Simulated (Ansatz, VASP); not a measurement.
**Two plane-wave programs on ZnS**

```
Zn S
1.0
     3.80839    0.00000    0.00000
    -1.90419    3.29816    0.00000
     0.00000    0.00000   24.89096
Zn S
8 8
Direct
  0.33333 0.66667 0.74991
  0.33333 0.66667 0.12479
  0.00000 0.00000 0.00004
  0.66667 0.33333 0.87532
  0.66667 0.33333 0.24991
  0.33333 0.66667 0.37532
  0.00000 0.00000 0.50004
  0.66667 0.33333 0.62479
  0.00000 0.00000 0.59371
  0.66667 0.33333 0.96899
  0.33333 0.66667 0.21850
  0.66667 0.33333 0.34393
  0.33333 0.66667 0.84393
  0.33333 0.66667 0.46899
  0.66667 0.33333 0.71850
  0.00000 0.00000 0.09371
```

Alike in both runs: task electric field gradients; functional r2SCAN; k mesh 8 × 8 × 2; occupations fermi-dirac, width 0.02 eV; no spin polarisation.

|  | VASP | Ansatz |
| --- | --- | --- |
| version | VASP 6.6.1 | Ansatz 0.2.0 |
| potentials or method | VASP PAW PBE potentials, release 64 (Zn, S) | plane-wave PAW, scalar-relativistic |
| plane-wave cutoff (eV) | 520 | 500 |
| valence electrons in the cell | 144 | 144 |

```csv
,VASP,Ansatz,Ansatz less VASP
gap on the k mesh at the Fermi level (eV),2.74,2.73,-0.011
pressure (GPa),0.1,0.1,-0.03
rms of the force components (eV/Å),0.007,0.008,+0.0003
size of Vzz on the site where it differs most (V/Å²),0.1,0.0,-0.13
```

VASP's potentials were made for PBE, not for r2SCAN. Atom by atom the forces differ by 0.003 eV/Å (rms over components). The functional is the same, so the differences come from potentials, cutoffs and numerics.
